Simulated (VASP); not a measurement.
Write the native input for VASP 6.6.1 that does the following.

```
Task                   : single point
Functional             : PBE
Potentials or basis    : VASP PAW PBE potentials, release 64 (Cs_sv, H)
Cutoff                 : 520 eV
k mesh                 : 10 × 8 × 6
Occupations            : gaussian, width 0.1 eV
Spin                   : no spin polarisation
Dipole correction      : no
Further INCAR settings : ALGO = Normal; EDIFF = 1e-06; NBANDS = 22
```

The structure of Cs3H lies in POSCAR:

```
Cs3H
1.0
    5.0376366127      0.0000000000      0.0000000000
    0.0000000000      6.4976868930      0.0000000000
    0.0000000000      0.0000000000      9.3425478095
Cs H
3 1
Direct
    0.0000000000      0.0000000000      0.5000000000
    0.5000000000      0.5000000000      0.2609645575
    0.5000000000      0.5000000000      0.7390354425
    0.0000000000      0.5000000000      0.5000000000
```

The cell was generated, and may not be a known phase.

One way to write it, as run:

INCAR

```
PREC = Accurate
ENCUT = 520
EDIFF = 1E-6
ISMEAR = 0
SIGMA = 0.1
LREAL = F
LASPH = T
NELM = 80
ALGO = Normal
ISIF = 2
LWAVE = F
LCHARG = F
GGA = PE
NBANDS = 22
```

KPOINTS

```
Automatic mesh
0
Gamma
  10 8 6
```

Potentials or basis: VASP PAW PBE potentials, release 64 (Cs_sv, H).

Run with:

```bash
$ cat potpaw_PBE.64/Cs_sv/POTCAR potpaw_PBE.64/H/POTCAR > POTCAR
$ mpirun -np 1 vasp_std > vasp.out
```

Results of the run:

```json
{
 "Pressure": "0.0 GPa",
 "Band gap on the k mesh": "zero (bands 14 and 15 overlap by 1.23 eV)"
}
```

Caveat: spin-orbit coupling is left out, which moves the levels of the heavy elements.

Run time: 22 min on 1 thread of Intel Xeon 8259CL (shared host), peak memory 0.82 GiB.
